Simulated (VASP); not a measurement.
Set up this calculation in VASP 6.6.1, as the native input.

- Task: relaxation of cell and atoms
- Functional: PBEsol
- Potentials or basis: VASP PAW PBE potentials, release 64 (Re)
- Cutoff: 600 eV
- k mesh: 3 × 3 × 3
- Occupations: gaussian, width 0.1 eV
- Spin: no spin polarisation
- Dipole correction: no
- Further INCAR settings: ALGO = Normal; EDIFF = 1e-06; IBRION = 2; EDIFFG = -0.04; NSW = 90; ISIF = 3

The structure of Re lies in POSCAR:

```
Re
1.0
    3.1754610701      1.8333533036      5.4154381741
   -3.1754610701      1.8333533036      5.4154381741
    0.0000000000     -3.6667066072      5.4154381741
Re
12
Direct
    0.0101900000      0.6536100000      0.0101900000
    0.0101900000      0.0101900000      0.6536100000
    0.6536100000      0.0101900000      0.0101900000
    0.9898100000      0.3463900000      0.9898100000
    0.3463900000      0.9898100000      0.9898100000
    0.9898100000      0.9898100000      0.3463900000
    0.2211800000      0.6306000000      0.2211800000
    0.2211800000      0.2211800000      0.6306000000
    0.6306000000      0.2211800000      0.2211800000
    0.7788200000      0.3694000000      0.7788200000
    0.3694000000      0.7788200000      0.7788200000
    0.7788200000      0.7788200000      0.3694000000
```

One way to write it, as run:

INCAR

```
SYSTEM = Re
PREC = Accurate ; ENCUT = 600
EDIFF = 1E-6 ; ISMEAR = 0
SIGMA = 0.1 ; LREAL = .FALSE.
LASPH = .TRUE. ; NELM = 100
ALGO = Normal ; ISIF = 3
LWAVE = .FALSE. ; LCHARG = .FALSE.
GGA = PS ; IBRION = 2
NSW = 90 ; EDIFFG = -0.04
```

KPOINTS

```
Automatic mesh
0
G
  3 3 3
  0 0 0
```

Potentials or basis: VASP PAW PBE potentials, release 64 (Re).

Run with:

```sh
$ cat potpaw_PBE.64/Re/POTCAR > POTCAR
$ mpirun -np 1 vasp_std > vasp.out
```

It gave:

The relaxed volume is 20.05 Å³/atom. The relaxed cell is a = 7.508 Å, b = 7.508 Å, c = 7.508 Å, α = 51.67°, β = 51.67°, γ = 51.67° and the space group after relaxing (to 0.05 Å) is R-3m (No. 166). The energy gained by relaxing is 1634.1 meV/atom, the ionic steps are 22 and the pressure after relaxing is -0.2 GPa. The largest force after relaxing is 0.028 eV/Å and the band gap on the k mesh is zero (band 42 reaches 4.69 eV, above the bottom of band 43 at 4.47 eV).

Caveat: the k points lie up to 0.38 Å⁻¹ apart in the final cell; the volume moved by over 15 % at a fixed basis, so the end points are rough; the PAW data sets were made with another functional, which shifts forces and pressure a little; spin-orbit coupling is left out, which moves the levels of the heavy elements.

It took 37 min on 1 thread of AMD EPYC 9R45 96-Core Processor (Zen 5), on a shared host, peak memory 0.41 GiB.
